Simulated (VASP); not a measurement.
Runs of VASP 6.6.1 on C. The cells are those of the table. 

```csv
cell,gap on the mesh (eV),pressure (GPa),largest force (eV/Å)
"a = 2.491, b = 2.491, c = 10.282 Å, angles 94.2, 91.4, 60.0°, 10 atoms",0.79,(c),4.84
"a = 2.491, b = 2.491, c = 10.306 Å, angles 95.5, 94.2, 60.0°, 10 atoms",3.76,(a),3.29
"a = 2.491, b = 2.491, c = 10.327 Å, angles 96.2, 95.5, 60.0°, 10 atoms",(b),1.5,1.68
"a = 2.491, b = 2.491, c = 10.291 Å, angles 94.9, 92.8, 60.0°, 10 atoms",2.38,2.4,4.52
```

Alike in all rows: task single point; level LDA; potentials or basis VASP PAW LDA potentials, release 64 (C); no spin polarisation; k mesh 10 × 10 × 3; cutoff (eV) 520; smearing gaussian 0.05 eV.

Estimate the missing entries.

(a) 1.6; (b) 4.31; (c) 4.2.

Caveats: forces of over 1 eV/Å act on the atoms, so gaps and moduli don't describe the material at rest; the stress differs along the axes, from -9 to 17 GPa (at least some runs); semilocal functionals underestimate gaps, and a narrow one can read as zero (at least some runs); the stress differs along the axes, from -2 to 4 GPa (at least some runs); the stress differs along the axes, from -5 to 9 GPa (at least some runs).

A k mesh can miss the band edges.
